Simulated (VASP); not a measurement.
Crystal: TaTi2Si3.

```
Ti Ta Si
1.0
     4.97514    0.00000    0.00000
    -2.48757    4.30860    0.00000
     0.00000    0.00000    3.92166
Ti Ta Si
2 1 3
Cartesian
  0.0000 2.8724 0.0000
  2.4876 1.4362 0.0000
  0.0000 0.0000 0.0000
  2.4876 0.0000 1.9608
  1.2438 2.1543 1.9608
  -1.2438 2.1543 1.9608
```

The cell was built from a structure type or drawn by symmetry, and may not be a known phase.

| Quantity | Value |
| --- | --- |
| Program | VASP 6.6.1 |
| Task | relaxation of cell and atoms |
| Functional | PBE |
| Potentials or basis | VASP PAW PBE potentials, release 64 (Ti_sv, Ta_pv, Si) |
| Cutoff | 600 eV |
| k mesh | 6 × 6 × 4 |
| Occupations | gaussian, width 0.1 eV |
| Spin | no spin polarisation |

At the start: pressure 20.9 GPa; volume 14.01 Å³/atom.

Problem. How do energy, volume and symmetry change on relaxing?

Solution. Over 7 steps the energy falls by 115.2 meV/atom and the volume is 15.59 Å³/atom (+11.3 %); space group P6/mmm (No. 191, to 0.1 Å) before and after.

Step by step:
```tsv
step	energy change (eV)	largest force (eV/Å)	pressure (GPa)	volume (Å³)
1	0.0000	0.0000	20.86	84.06
2	0.0966	0.0000	-15.19	108.15
3	-0.6750	0.0000	-1.08	94.65
4	-0.6755	0.0000	-0.68	94.39
5	-0.6754	0.0000	-0.35	94.18
6	-0.6908	0.0000	0.16	93.65
7	-0.6912	0.0000	0.27	93.55
```

Final structure:
```
Ti Ta Si
1.0
     5.07653    0.00000    0.00000
    -2.53826    4.39640    0.00000
     0.00000    0.00000    4.19170
Ti Ta Si
2 1 3
Direct
  0.33333 0.66667 0.00000
  0.66667 0.33333 0.00000
  0.00000 0.00000 0.00000
  0.50000 0.00000 0.50000
  0.50000 0.50000 0.50000
  0.00000 0.50000 0.50000
```

Caveat: the k points lie up to 0.37 Å⁻¹ apart in the final cell, too coarse for converged energies and pressures of a metal.
